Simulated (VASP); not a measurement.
Here is a VASP 6.6.1 calculation.

The input INCAR:

```
PREC = Accurate
ENCUT = 520
EDIFF = 1E-6
ISMEAR = 0
SIGMA = 0.02
LREAL = F
LASPH = T
NELM = 100
ALGO = Normal
ISIF = 2
LWAVE = F
LCHARG = F
LDIPOL = T
IDIPOL = 3
DIPOL = 0.5 0.5 0.500
GGA = PE
IVDW = 12
NBANDS = 11
```

The input KPOINTS:

```
Automatic mesh
0
Gamma
  12 12 1
```

The input POSCAR:

```
BN
1.0
    2.4160000000      0.0000000000      0.0000000000
   -1.2080000000      2.0923173755      0.0000000000
    0.0000000000      0.0000000000     26.0000000000
B N
1 1
Direct
    0.0000000000      0.0000000000      0.5082500000
    0.6666666667      0.3333333333      0.4917500000
```

Potentials or basis: VASP PAW PBE potentials, release 64 (B, N).

Command:

```console
$ cat potpaw_PBE.64/B/POTCAR potpaw_PBE.64/N/POTCAR > POTCAR
$ mpirun -np 1 vasp_std > vasp.out
```

**Question.** Predict the largest force.

**Answer.** 6.101 eV/Å.

**Question.** What does it give for the dispersion energy per atom?

**Answer.** -0.083 eV.

**Question.** What does it give for the band gap on the k mesh?

**Answer.** 2.46 eV.

Forces on the atoms (eV/Å):
```
B    0.000  0.000 -6.101
N    0.000  0.000  6.101
```
